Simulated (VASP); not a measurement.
Here is a VASP 6.6.1 calculation.

The input INCAR:

```
SYSTEM = LiC3
PREC     = Accurate       ! precision mode
ENCUT    = 520            ! plane-wave cutoff, eV
EDIFF    = 1E-6           ! SCF threshold, eV
ISMEAR   = 0              ! smearing method
SIGMA    = 0.1            ! smearing width, eV
LREAL    = .False.        ! projectors in reciprocal space
LASPH    = .True.         ! aspherical terms in the spheres
NELM     = 80             ! most SCF steps
ALGO     = Normal         ! electronic algorithm
ISIF     = 2              ! what is computed and relaxed
LWAVE    = .False.        ! write WAVECAR
LCHARG   = .True.         ! write CHGCAR
GGA      = PE             ! functional
LELF     = .True.         ! ELF
LVHAR    = .True.       
NBANDS   = 25             ! bands
```

The input KPOINTS:

```
regular mesh
0
Gamma
  12 12 6
  0 0 0
```

Contents of POSCAR:

```
LiC3
1.0
    4.5023608286      0.0000000000      0.0000000000
   -2.2511804143      3.8991588545      0.0000000000
    0.0000000000      0.0000000000      7.1417304474
Li C
2 6
Direct
    0.3333333333      0.6666666667      0.2500000000
    0.6666666667      0.3333333333      0.7500000000
    0.8054977099      0.2684594855      0.2500000000
    0.5370382244      0.8054977099      0.7500000000
    0.7315405145      0.5370382244      0.2500000000
    0.1945022901      0.7315405145      0.7500000000
    0.4629617756      0.1945022901      0.2500000000
    0.2684594855      0.4629617756      0.7500000000
```

Potentials or basis: VASP PAW PBE potentials, release 64 (Li_sv, C).

Command:

```console
$ cat potpaw_PBE.64/Li_sv/POTCAR potpaw_PBE.64/C/POTCAR > POTCAR
$ mpirun -np 1 vasp_std > vasp.out
```

**Question.** What does it give for the largest force?

**Answer.** 0.191 eV/Å.

**Question.** What does it give for the band gap on the k mesh?

**Answer.** Zero (bands 15 and 16 overlap by 1.16 eV).

Forces in eV/Å, atoms in the order of the input:
```
Li   0.000  0.000  0.000
Li   0.000  0.000  0.000
C    0.181 -0.062  0.000
C    0.144  0.126  0.000
C   -0.037  0.188  0.000
C   -0.181  0.062  0.000
C   -0.144 -0.126  0.000
C    0.037 -0.188  0.000
```
